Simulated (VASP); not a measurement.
Input of a VASP 6.6.1 run:

File POSCAR:

```
SbPt
1.0
    4.2590440324      0.0000000029      0.0000000000
   -2.1295220187      3.6884403265      0.0000000000
    0.0000000000      0.0000000000      5.6414957300
Sb Pt
2 2
Direct
    0.3333333333      0.6666666667      0.2500000000
    0.6666666667      0.3333333333      0.7500000000
    0.0000000000      0.0000000000      0.0000000000
    0.0000000000      0.0000000000      0.5000000000
```

INCAR.step1

```
PREC     = Accurate       # precision mode
ENCUT    = 520            # plane-wave cutoff, eV
ISMEAR   = -1             # smearing method
SIGMA    = 0.1            # smearing width, eV
LREAL    = F              # projectors in reciprocal space
LASPH    = T              # aspherical terms in the spheres
NELM     = 100            # most SCF steps
NBANDS   = 23             # bands
GGA      = PE             # functional
ALGO     = Normal         # electronic algorithm
EDIFF    = 1E-4           # SCF threshold, eV
LWAVE    = T              # write WAVECAR
LCHARG   = F              # write CHGCAR
```

The input INCAR.step2:

```
PREC     = Accurate       # precision mode
ENCUT    = 520            # plane-wave cutoff, eV
EDIFF    = 1E-6           # SCF threshold, eV
ISMEAR   = -1             # smearing method
SIGMA    = 0.1            # smearing width, eV
LREAL    = F              # projectors in reciprocal space
LASPH    = T              # aspherical terms in the spheres
NELM     = 100            # most SCF steps
ALGO     = Normal         # electronic algorithm
ISIF     = 2              # what is computed and relaxed
LWAVE    = F              # write WAVECAR
LCHARG   = F              # write CHGCAR
METAGGA  = R2SCAN         # meta-GGA
LMIXTAU  = T            
NBANDS   = 23             # bands
ISTART   = 1
```

The input KPOINTS:

```
Automatic mesh
0
Gamma
  9 9 6
```

Potentials or basis: VASP PAW PBE potentials, release 64 (Sb, Pt).

Launch:

```sh
$ cat potpaw_PBE.64/Sb/POTCAR potpaw_PBE.64/Pt/POTCAR > POTCAR
$ cp INCAR.step1 INCAR
$ mpirun -np 1 vasp_std > vasp.out
$ cp INCAR.step2 INCAR
$ mpirun -np 1 vasp_std > vasp.out
```

Task: Predict the band gap on the k mesh.

Result: Zero (band 15 reaches 10.91 eV, above the bottom of band 16 at 6.99 eV).

Task: What does it give for the pressure?

Result: -7.1 GPa.

Stress tensor (GPa, compression positive):
```
-6.85  0.00  0.00
 0.00 -6.85  0.00
 0.00  0.00 -7.47
```

Caveat: the PAW data sets were made with another functional, which shifts forces and pressure a little; spin-orbit coupling is left out, which moves the levels of the heavy elements.
